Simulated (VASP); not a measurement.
Here is a VASP 6.6.1 calculation.

INCAR

```
PREC     = Accurate       # precision mode
ENCUT    = 600            # plane-wave cutoff, eV
EDIFF    = 1E-6           # SCF threshold, eV
ISMEAR   = 0              # smearing method
SIGMA    = 0.1            # smearing width, eV
LREAL    = F              # projectors in reciprocal space
LASPH    = T              # aspherical terms in the spheres
NELM     = 60             # most SCF steps
ALGO     = Normal         # electronic algorithm
ISIF     = 3              # what is computed and relaxed
LWAVE    = F              # write WAVECAR
LCHARG   = F              # write CHGCAR
GGA      = PE             # functional
IBRION   = 2              # ionic algorithm
NSW      = 80             # ionic steps
EDIFFG   = -0.025         # ionic threshold
```

File KPOINTS:

```
regular mesh
0
Gamma
  4 4 4
```

Contents of POSCAR:

```
Al2BAs3
1.0
   -3.7016893866      3.8396035498      0.0323835510
    3.7335319094      3.8714460726     -0.0544130046
    1.9464903415     -1.8955263719     -8.2029627127
Al B As
4 2 6
Direct
    0.1502333568      0.4907455176      0.3292599317
    0.6646755717      0.0088716205      0.3190826369
    0.8544933421      0.5131143745      0.6811996200
    0.3400628713      0.9955981501      0.6840185048
    1.0078990722     -0.0011549043      0.0025907964
    0.5021360252      0.4878562071     -0.0026777295
    0.3133536249      0.2547314454      0.1329933030
    0.8263768540      0.7548481362      0.1325457973
    0.9884927164      0.2535237477      0.4956370933
    0.5011893815      0.7417677614      0.5027860472
    0.6749353137      0.2461334463      0.8617837888
    0.1761518703      0.7539644976      0.8607802101
```

Potentials or basis: VASP PAW PBE potentials, release 64 (Al, B, As).

The run is started by

```sh
$ cat potpaw_PBE.64/Al/POTCAR potpaw_PBE.64/B/POTCAR potpaw_PBE.64/As/POTCAR > POTCAR
$ mpirun -np 1 vasp_std > vasp.out
```

**Question.** Predict the relaxed volume.

**Answer.** 20.18 Å³/atom.

**Question.** Predict the band gap on the k mesh.

**Answer.** 0.83 eV.

Step by step:
```csv
step,energy change (eV),largest force (eV/Å),pressure (GPa),volume (Å³)
1,0.0000,1.5218,3.21,234.65
2,-0.3824,0.4843,-1.79,248.13
3,-0.3869,0.4978,-1.36,246.71
4,-0.4604,0.2557,-0.08,242.53
5,-0.4627,0.2903,0.21,241.68
6,-0.4752,0.1154,0.07,242.00
7,-0.4760,0.1104,0.03,242.10
8,-0.4785,0.0699,-0.04,242.30
9,-0.4786,0.0869,-0.06,242.37
10,-0.4803,0.0537,0.01,242.18
11,-0.4807,0.0548,0.06,242.04
12,-0.4815,0.0293,-0.02,242.27
13,-0.4816,0.0330,-0.06,242.40
14,-0.4819,0.0219,0.03,242.11
```

A k mesh can miss the band edges.
